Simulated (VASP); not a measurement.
Runs of VASP 6.6.1 on HfC. The structure is that of space group P6_3/mmc (No. 194), or close to it. The cells are those of the table. 

```tsv
task	level	potentials or basis	cell	cutoff (eV)	gap on the mesh (eV)	pressure (GPa)
relaxation of shape and atoms at fixed volume	PBE	VASP PAW PBE potentials, release 64 (Hf_pv, C)	relaxed from a = 3.244, b = 3.244, c = 5.728 Å, angles 90.0, 90.0, 120.0°, 4 atoms	600	none	3.6
single point	PBE	VASP PAW PBE potentials, release 64 (Hf_pv, C)	a = 3.242, b = 3.242, c = 5.735 Å, angles 90.0, 90.0, 120.0°, 4 atoms	520	none	(a)
single point	PBE	VASP PAW PBE potentials, release 64 (Hf_pv, C)	a = 3.199, b = 3.199, c = 5.678 Å, angles 90.0, 90.0, 120.0°, 4 atoms	520	none	12.6
single point	PBE	VASP PAW PBE potentials, release 64 (Hf_pv, C)	a = 3.313, b = 3.313, c = 5.828 Å, angles 90.0, 90.0, 120.0°, 4 atoms	520	none	-8.3
single point	LDA	VASP PAW LDA potentials, release 64 (Hf_pv, C)	a = 3.266, b = 3.266, c = 5.766 Å, angles 90.0, 90.0, 120.0°, 4 atoms	520	none	-10.8
```

Alike in all rows: no spin polarisation; k mesh 12 × 12 × 6; smearing gaussian 0.05 eV.

Task: Fill in the values left out.

Result: (a) 3.7.

Caveats: spin-orbit coupling is left out, which moves the levels of the heavy elements; the cell stands under pressure (at least some runs); the cell stands under tension (at least some runs).

A k mesh can miss the band edges, and the runs leave out spin-orbit coupling on Hf.

A gap of «none» marks levels without a gap at the run's occupations.
